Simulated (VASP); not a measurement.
Set up this calculation in VASP 6.6.1, as the native input.

| Property | Result |
| --- | --- |
| Task | single point |
| Functional | r2SCAN |
| Potentials or basis | VASP PAW PBE potentials, release 64 (K_sv, Br) |
| Cutoff | 520 eV |
| k mesh | 6 × 6 × 6 |
| Occupations | gaussian, width 0.01 eV |
| Spin | no spin polarisation |
| Dipole correction | no |
| Further INCAR settings | ALGO = Normal; EDIFF = 1e-06; NBANDS = 15 |

Crystal: KBr.

```
K Br
1.0
     0.00000    3.23484    3.23484
     3.23484    0.00000    3.23484
     3.23484    3.23484    0.00000
K Br
1 1
Direct
  0.00000 0.00000 0.00000
  0.50000 0.50000 0.50000
```

The input as run:

POSCAR

```
KBr
1.0
    0.0000000000      3.2348360868      3.2348360868
    3.2348360868      0.0000000000      3.2348360868
    3.2348360868      3.2348360868      0.0000000000
K Br
1 1
Direct
    0.0000000000      0.0000000000      0.0000000000
    0.5000000000      0.5000000000      0.5000000000
```

INCAR.step1

```
PREC     = Accurate       # precision mode
ENCUT    = 520            # plane-wave cutoff, eV
ISMEAR   = 0              # smearing method
SIGMA    = 0.01           # smearing width, eV
LREAL    = False          # projectors in reciprocal space
LASPH    = True           # aspherical terms in the spheres
NELM     = 80             # most SCF steps
NBANDS   = 15             # bands
GGA      = PE             # functional
ALGO     = Normal         # electronic algorithm
EDIFF    = 1E-4           # SCF threshold, eV
LWAVE    = True           # write WAVECAR
LCHARG   = False          # write CHGCAR
```

INCAR.step2

```
PREC     = Accurate       # precision mode
ENCUT    = 520            # plane-wave cutoff, eV
EDIFF    = 1E-6           # SCF threshold, eV
ISMEAR   = 0              # smearing method
SIGMA    = 0.01           # smearing width, eV
LREAL    = False          # projectors in reciprocal space
LASPH    = True           # aspherical terms in the spheres
NELM     = 80             # most SCF steps
ALGO     = Normal         # electronic algorithm
ISIF     = 2              # what is computed and relaxed
LWAVE    = False          # write WAVECAR
LCHARG   = False          # write CHGCAR
METAGGA  = R2SCAN         # meta-GGA
LMIXTAU  = True         
NBANDS   = 15             # bands
ISTART   = 1
```

KPOINTS

```
regular mesh
0
Gamma
  6 6 6
```

Potentials or basis: VASP PAW PBE potentials, release 64 (K_sv, Br).

The run is started by

```sh
$ cat potpaw_PBE.64/K_sv/POTCAR potpaw_PBE.64/Br/POTCAR > POTCAR
$ cp INCAR.step1 INCAR
$ mpirun -np 1 vasp_std > vasp.out
$ cp INCAR.step2 INCAR
$ mpirun -np 1 vasp_std > vasp.out
```

Results of the run:

```json
{
 "Pressure": "1.2 GPa",
 "Band gap on the k mesh": "5.26 eV"
}
```

Caveat: the PAW data sets were made with another functional, which shifts forces and pressure a little.

Wall time 2.4 min on 1 thread of Intel Xeon 8259CL, with other jobs on the host, peak memory 0.22 GiB.
